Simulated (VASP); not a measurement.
# O (Fmmm) in VASP: single point with PBEsol

Aim: the single point of O with PBEsol.

All numbers are computed with VASP 6.6.1; they aren't measurements. Logs are shortened: lines on timing, memory, paths and dates and some standing lists are left out, and cuts for length are marked.

## 1. The cell of the first run

The typed cell holds 2 atoms: a = 4.783 Å, b = 4.783 Å, c = 2.344 Å, α = 75.82°, β = 75.81°, γ = 28.37°.

## 2. Single point, PBEsol

The input, POSCAR:

```
O
1.0
    0.0000000000      1.6579205657      4.4867638084
    1.6569651308      0.0000000000      4.4867638084
    1.6569651308      1.6579205657      0.0000000000
O
2
Direct
    0.0671539947      0.0671539947      0.9328460053
    0.9328460053      0.9328460053      0.0671539947
```

The input, INCAR.step1:

```
SYSTEM = O
PREC = Accurate
ENCUT = 520
EDIFF = 1E-6
ISMEAR = 0
SIGMA = 0.1
LREAL = .FALSE.
LASPH = .TRUE.
NELM = 80
ALGO = Normal
ISIF = 2
LWAVE = .FALSE.
LCHARG = .TRUE.
GGA = PS
NBANDS = 13
```

The input, KPOINTS.step1:

```
regular mesh
0
G
  18 18 18
  0 0 0
```

The input, INCAR.step2:

```
SYSTEM = O
PREC = Accurate
ENCUT = 520
EDIFF = 1E-6
ISMEAR = -5
SIGMA = 0.1
LREAL = .FALSE.
LASPH = .TRUE.
NELM = 80
ALGO = Normal
ISIF = 2
LWAVE = .FALSE.
LCHARG = .FALSE.
GGA = PS
LORBIT = 10
NEDOS = 2001
ICHARG = 11
```

The input, KPOINTS.step2:

```
regular mesh
0
G
  27 27 27
  0 0 0
```

Potentials or basis: VASP PAW PBE potentials, release 64 (O).

Launch:

```
cat potpaw_PBE.64/O/POTCAR > POTCAR
cp INCAR.step1 INCAR
cp KPOINTS.step1 KPOINTS
mpirun -np 1 vasp_std > vasp.out
cp INCAR.step2 INCAR
cp KPOINTS.step2 KPOINTS
mpirun -np 1 vasp_std > vasp.out
```

OUTCAR:

```text
SYSTEM = O
   PREC = Accurate
   ENCUT = 520
   EDIFF = 1E-6
   ISMEAR = -5
   LREAL = .FALSE.
   LASPH = .TRUE.
   NELM = 80
   ISIF = 2
   GGA = PS
   LORBIT = 10
   ICHARG = 11

 ion  position               nearest neighbor table
   1  0.067  0.067  0.933-   2 1.21
   2  0.933  0.933  0.067-   1 1.21

  LATTYP: Found a face centered orthorhombic cell.
 ALAT       =     3.3139302616
 B/A-ratio  =     1.0005766174
 C/A-ratio  =     2.7078202945

  Lattice vectors:

 A1 = (   0.0000000000,   1.6579205657,   4.4867638084)
 A2 = (   1.6569651308,   0.0000000000,   4.4867638084)
 A3 = (   1.6569651308,   1.6579205657,   0.0000000000)

Analysis of symmetry for initial positions (statically):
=====================================================================
 Subroutine PRICEL returns:
 Original cell was already a primitive cell.

 Routine SETGRP: Setting up the symmetry group for a
 face centered orthorhombic supercell.

 Subroutine GETGRP returns: Found  8 space group operations
 (whereof  8 operations were pure point group operations)
 out of a pool of  8 trial point group operations.

The static configuration has the point symmetry D_2h.

Analysis of symmetry for dynamics (positions and initial velocities):
=====================================================================
 Subroutine PRICEL returns:
 Original cell was already a primitive cell.

 Routine SETGRP: Setting up the symmetry group for a
 face centered orthorhombic supercell.

 Subroutine GETGRP returns: Found  8 space group operations
 (whereof  8 operations were pure point group operations)
 out of a pool of  8 trial point group operations.

The dynamic configuration has the point symmetry D_2h.

 Subroutine INISYM returns: Found  8 space group operations
 (whereof  8 operations are pure point group operations),
 and found     1 'primitive' translations

----------------------------------------------------------------------------------------

                                     Primitive cell

  volume of cell :      24.6513

  direct lattice vectors                    reciprocal lattice vectors
     0.000000000  1.657920566  4.486763808    -0.301756501  0.301582603  0.111438895
     1.656965131  0.000000000  4.486763808     0.301756501 -0.301582603  0.111438895
     1.656965131  1.657920566  0.000000000     0.301756501  0.301582603 -0.111438895

  length of vectors
     4.783278172  4.782947095  2.343978252     0.440939542  0.440939542  0.440939542

  position of ions in fractional coordinates (direct lattice)
     0.067153995  0.067153995  0.932846005
     0.932846005  0.932846005  0.067153995

  ion indices of the primitive-cell ions
   primitive index   ion index
                 1           1
                 2           2

----------------------------------------------------------------------------------------

 KPOINTS: regular mesh

Automatic generation of k-mesh.
 Grid dimensions read from file:
 generate k-points for:   27   27   27

 Generating k-lattice:

  Cartesian coordinates                     Fractional coordinates (reciprocal lattice)
    -0.011176167  0.011169726  0.004127366     0.037037037  0.000000000  0.000000000
     0.011176167 -0.011169726  0.004127366     0.000000000  0.037037037 -0.000000000
     0.011176167  0.011169726 -0.004127366     0.000000000 -0.000000000  0.037037037

  Length of vectors
     0.016331094  0.016331094  0.016331094

  Shift w.r.t. Gamma in fractional coordinates (k-lattice)
     0.000000000  0.000000000  0.000000000

 TETIRR: Found  15834 inequivalent tetrahedra from   118098

 Subroutine IBZKPT returns following result:
 ===========================================

 Found   2744 irreducible k-points:

 Following reciprocal coordinates:
            Coordinates               Weight
  0.000000  0.000000  0.000000      1.000000
  0.037037 -0.000000 -0.000000      8.000000
  0.074074 -0.000000 -0.000000      8.000000
  0.111111  0.000000 -0.000000      8.000000
  0.148148 -0.000000  0.000000      8.000000
  0.185185  0.000000 -0.000000      8.000000
[... 16 lines left out ...]
  0.333333  0.037037 -0.000000      8.000000
  0.370370  0.037037 -0.000000      8.000000
 [... further k-points ...]
   k-points           NKPTS =   2744   k-points in BZ     NKDIM =   2744   number of bands    NBANDS=     10
   number of dos      NEDOS =   2001   number of ions     NIONS =      2
   total plane-waves  NPLWV =  23328
   dimension x,y,z NGX =    36 NGY =   36 NGZ =   18
   dimension x,y,z NGXF=    72 NGYF=   72 NGZF=   36
   ions per type =               2
   NGX,Y,Z   is equivalent  to a cutoff of  12.51, 12.51, 12.77 a.u.
   NGXF,Y,Z  is equivalent  to a cutoff of  25.02, 25.03, 25.53 a.u.
 SYSTEM =  O
   PREC   = accura    normal or accurate (medium, high low for compatibility)
   ISTART =      0    job   : 0-new  1-cont  2-samecut
   ICHARG =     11    charge: 1-file 2-atom 10-const
   ISPIN  =      1    spin polarized calculation?
   LNONCOLLINEAR =      F non collinear calculations
   LSORBIT =      F    spin-orbit coupling
   LASPH  =      T    aspherical Exc in radial PAW
   ENCUT  =  520.0 eV  38.22 Ry    6.18 a.u.   8.89  8.89  4.36*2*pi/ulx,y,z
   NELM   =     80;   NELMIN=  2; NELMDL=  0     # of ELM steps
   EDIFF  = 0.1E-05   stopping-criterion for ELM
   LREAL  =      F    real-space projection
   EDIFFG = 0.1E-04   stopping-criterion for IOM
   NSW    =      0    number of steps for IOM
   IBRION =     -1    ionic relax: 0-MD 1-quasi-New 2-CG
   NFREE  =      0    steps in history (QN), initial steepest desc. (CG)
   ISIF   =      2    stress and relaxation
   ISYM   =      2    0-nonsym 1-usesym 2-fastsym
   POTIM  = 0.5000    time-step for ionic-motion
   TEBEG  =    0.0;   TEEND  =   0.0 temperature during run
   PSTRESS=    0.0 pullay stress
   NELECT =      12.0000    total number of electrons
   NUPDOWN=      -1.0000    fix difference up-down
   EMIN   =  10.00;   EMAX   =-10.00  energy-range for DOS
   EFERMI =   0.00;   METHOD = LEGACY
   ISMEAR =    -5;   SIGMA  =   0.10  broadening in eV -4-tet -1-fermi 0-gaus
   EFERMI_NEDOS =   21; number of points for ismear=-14 and -15
   IALGO  =     38    algorithm
   IMIX   =      4    mixing-type and parameters
     AMIX     =   0.40;   BMIX     =  1.00
     AMIX_MAG =   1.60;   BMIX_MAG =  1.00
  volume/ion in A,a.u.               =      12.33        83.18
  Fermi-wavevector in a.u.,A,eV,Ry     =   1.287820  2.433627 22.564993  1.658480
  Thomas-Fermi vector in A             =   2.419811
   LORBIT       =     10    0 simple, 1 ext, 2 COOP (PROOUT), +10 PAW based schemes
   GGA     = PS    functional components
   LHFCALC =     F    Hartree Fock is set to
   AEXX    =    0.0000 exact exchange contribution
   IVDW    =     0    specifies the selected vdW correction
   LEPSILON=     F    determine dielectric tensor
   LRPA    =     F    only Hartree local field effects (RPA)
 non-spin polarized calculation
 Fermi weights with tetrahedron method with Bloechl corrections
  energy-cutoff  :      520.00
  volume of cell :       24.65
 maximum number of plane-waves:       682

 number of electron      12.0000000 magnetization

 Free energy of the ion-electron system (eV)
  ---------------------------------------------------
  ext. energy  EPLUGINS =         0.00000000
  ---------------------------------------------------
  free energy    TOTEN  =       -10.27635135 eV

  energy without entropy =      -10.27635135  energy(sigma->0) =      -10.27635135

 E-fermi :  -0.0962     XC(G=0):  -8.9040

 val. band max:       -0.1015877620   @ k =   0.3333   0.0370   0.2593
 cond. band min:      -0.1156686940   @ k =   0.0000   0.2593   0.2593
 fundamental gap:     -0.0140809320
 Fermi energy:        -0.0961760981

 k-point     1 :       0.0000    0.0000    0.0000
  band No.  band energies     occupation
      1     -28.0000      2.00000
      2     -15.0824      2.00000
      3      -8.6411      2.00000
      4      -5.2431      2.00000
      5      -5.2415      2.00000
      6       1.4441      0.00000
      7       1.4453      0.00000
      8       8.3189      0.00000
      9       9.8950      0.00000
     10      11.0207      0.00000

 k-point     2 :       0.0370   -0.0000   -0.0000
  band No.  band energies     occupation
      1     -27.9895      2.00000
      2     -15.0689      2.00000
      3      -8.6341      2.00000
      4      -5.3057      2.00000
      5      -5.2364      2.00000
      6       1.3910      0.00000
      7       1.4493      0.00000
      8       8.3203      0.00000
      9       9.9232      0.00000
     10      11.0924      0.00000

 k-point     3 :       0.0741   -0.0000   -0.0000
  band No.  band energies     occupation
      1     -27.9582      2.00000
      2     -15.0286      2.00000
      3      -8.6145      2.00000
      4      -5.4885      2.00000
      5      -5.2187      2.00000
      6       1.2339      0.00000
      7       1.4632      0.00000
      8       8.3265      0.00000
      9      10.0081      0.00000
     10      11.2989      0.00000

 k-point     4 :       0.1111    0.0000   -0.0000
  band No.  band energies     occupation
      1     -27.9076      2.00000
      2     -14.9630      2.00000
      3      -8.5864      2.00000
      4      -5.7698      2.00000
      5      -5.1903      2.00000
      6       0.9842      0.00000
      7       1.4857      0.00000
      8       8.3431      0.00000
      9      10.1474      0.00000
     10      11.6196      0.00000
[... 222 lines left out ...]
 k-point    22 :       0.2963    0.0370    0.0000
  band No.  band energies     occupation
      1     -27.5658      2.00000
      2     -14.5171      2.00000
      3      -8.6348      2.00000
      4      -7.1258      2.00000
      5      -5.0036      2.00000
      6      -0.5623      2.00000
      7       1.6335      0.00000
      8       8.3804      0.00000
      9      11.3822      0.00000
     10      13.5540      0.00000

 k-point    23 :       0.3333    0.0370   -0.0000
  band No.  band energies     occupation
      1     -27.4661      2.00000
      2     -14.3777      2.00000
      3      -8.8190      2.00000
      4      -7.2934      2.00000
      5      -4.9505      2.00000
      6      -0.9774      2.00000
      7       1.6747      0.00000
      8       8.5545      0.00000
      9      11.6675      0.00000
     10      14.1005      0.00000

 k-point    24 :       0.3704    0.0370   -0.0000
  band No.  band energies     occupation
      1     -27.3710      2.00000
      2     -14.2418      2.00000
      3      -9.0643      2.00000
      4      -7.3638      2.00000
      5      -4.9005      2.00000
      6      -1.3615      2.00000
      7       1.7132      0.00000
      8       8.7563      0.00000
      9      11.9670      0.00000
     10      14.6143      0.00000

 [... further k-points ...]
[... 5 lines left out ...]
  --------------------------------------------------------------------------------------
  -------------------------------------------------------------------------------------
  Total       -0.0868269     -0.0879450      1.6800147      0.0000000      0.0000000      0.0000000
  in kB       -5.6431908     -5.7158602    109.1901241      0.0000000      0.0000000      0.0000000
  external PRESSURE =      32.6103577 kB  Pullay stress =       0.0000000 kB

 VOLUME and BASIS-vectors are now :
 -----------------------------------------------------------------------------
  energy-cutoff  :      520.00
  volume of cell :       24.65
      direct lattice vectors                 reciprocal lattice vectors
     0.000000000  1.657920566  4.486763808    -0.301756501  0.301582603  0.111438895
     1.656965131  0.000000000  4.486763808     0.301756501 -0.301582603  0.111438895
     1.656965131  1.657920566  0.000000000     0.301756501  0.301582603 -0.111438895

 POSITION                                       TOTAL-FORCE (eV/Angst)
 -----------------------------------------------------------------------------------
      1.65697      1.65792      0.60261         0.000000      0.000000      1.469770
      1.65697      1.65792      8.37092         0.000000      0.000000     -1.469770
 -----------------------------------------------------------------------------------
    total drift:                               -0.000000     -0.000000      0.000000

  FREE ENERGIE OF THE ION-ELECTRON SYSTEM (eV)
  ---------------------------------------------------
  free  energy   TOTEN  =       -10.2763513523 eV

  energy  without entropy=      -10.2763513523  energy(sigma->0) =      -10.27635135

 total charge

# of ion       s       p       d       tot
------------------------------------------
    1        1.621   3.299   0.000   4.920
    2        1.621   3.299   0.000   4.920
--------------------------------------------------
tot          3.242   6.598   0.000   9.840
```

Run time: 3.8 min. Hardware: 1 thread of Intel Xeon 6975P-C (Granite Rapids), shared host; peak memory 0.62 GiB.

Results:

```
Valence electrons inside the program's atomic spheres : O 4.92
```

Caveat: the standard files for N, O and F lose accuracy on very short bonds; spin is off for a triplet molecule; this functional lacks dispersion, which holds the molecules together, so the pressure and a relaxed volume are unreliable; the PAW data sets were made with another functional, which shifts forces and pressure a little; tetrahedron occupations give inexact forces and stress in metals.
